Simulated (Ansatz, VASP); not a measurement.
# Cu2Ni3 in VASP and in Ansatz

```
Cu Ni
1.0
     2.50558    0.00000    0.00000
    -1.25279    2.16990    0.00000
     0.00000    0.00000   20.73649
Cu Ni
4 6
Direct
  0.33333 0.66667 0.05177
  0.33333 0.66667 0.64957
  0.66667 0.33333 0.94823
  0.66667 0.33333 0.35043
  0.33333 0.66667 0.84771
  0.33333 0.66667 0.24938
  0.33333 0.66667 0.45155
  0.66667 0.33333 0.15229
  0.66667 0.33333 0.54845
  0.66667 0.33333 0.75062
```

Alike in both runs: functional PBE; k mesh 6 × 6 × 1; occupations gaussian, width 0.1 eV; collinear spin.

Ansatz relaxed the structure, and its values are those at the end. VASP's run is a single point on that final structure, the one shown.

|  | VASP | Ansatz |
| --- | --- | --- |
| version | VASP 6.6.1 | Ansatz 0.2.0 |
| potentials or method | VASP PAW PBE potentials, release 64 (Cu, Ni), cutoff 520 eV | scalar-relativistic, plane waves, PAW |
| valence electrons in the cell | 104 | 184 |

Ansatz gave:

| Property | Result |
| --- | --- |
| gap on the k mesh at the Fermi level (eV) | none |
| pressure (GPa) | 0.0 |
| rms of the force components (eV/Å) | 0.001 |
| net moment per atom (μB) | 0.22 |
| size of the moment on the site where the two differ most (μB) | 0.46 |

Problem. Estimate VASP's values.

Solution. gap on the k mesh at the Fermi level (eV): none; pressure (GPa): 0.2; rms of the force components (eV/Å): 0.005; net moment per atom (μB): 0.22; size of the moment on the site where the two differ most (μB): 0.44.

Site moments also hang on the region over which each program counts them. A gap of «none» marks a metal or a gap that the smearing closes. VASP's potentials hold 104 valence electrons a cell and Ansatz's 184, so a difference there can come from the potentials and not from the codes.

The k mesh is coarse, so the values compare programs but aren't converged.
